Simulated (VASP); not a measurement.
Crystal: Mg2Sn.

```xyz
3
Lattice="0.0000 3.3695 3.3695 3.3695 0.0000 3.3695 3.3695 3.3695 0.0000" Properties=species:S:1:pos:R:3 pbc="T T T"
Mg    1.6847    1.6847    1.6847
Mg    5.0542    5.0542    5.0542
Sn    0.0000    0.0000    0.0000
```

- Program: VASP 6.6.1
- Task: relaxation of cell and atoms
- Functional: LDA
- Potentials or basis: VASP PAW LDA potentials, release 64 (Mg, Sn_d)
- Cutoff: 600 eV
- k mesh: 12 × 12 × 12
- Occupations: fermi-dirac, width 0.1 eV
- Spin: no spin polarisation

At the start: pressure -1.7 GPa; volume 25.50 Å³/atom.

Where does the relaxation end?

Over 3 steps the energy falls by 5.4 meV/atom and the volume is 24.52 Å³/atom (-3.8 %); space group Fm-3m (No. 225, to 0.1 Å) before and after.

The path:
```tsv
step	energy change (eV)	largest force (eV/Å)	pressure (GPa)	volume (Å³)
1	0.0000	0.0000	-1.71	76.51
2	-0.0162	0.0000	0.02	73.54
3	-0.0162	0.0000	-0.01	73.57
```

Final structure:
```yaml
crystal:
  lattice:
    - [0.00000, 3.32580, 3.32580]
    - [3.32580, 0.00000, 3.32580]
    - [3.32580, 3.32580, 0.00000]
  atoms:
    - { symbol: Mg, position: [0.25000, 0.25000, 0.25000] }
    - { symbol: Mg, position: [0.75000, 0.75000, 0.75000] }
    - { symbol: Sn, position: [0.00000, 0.00000, 0.00000] }
```
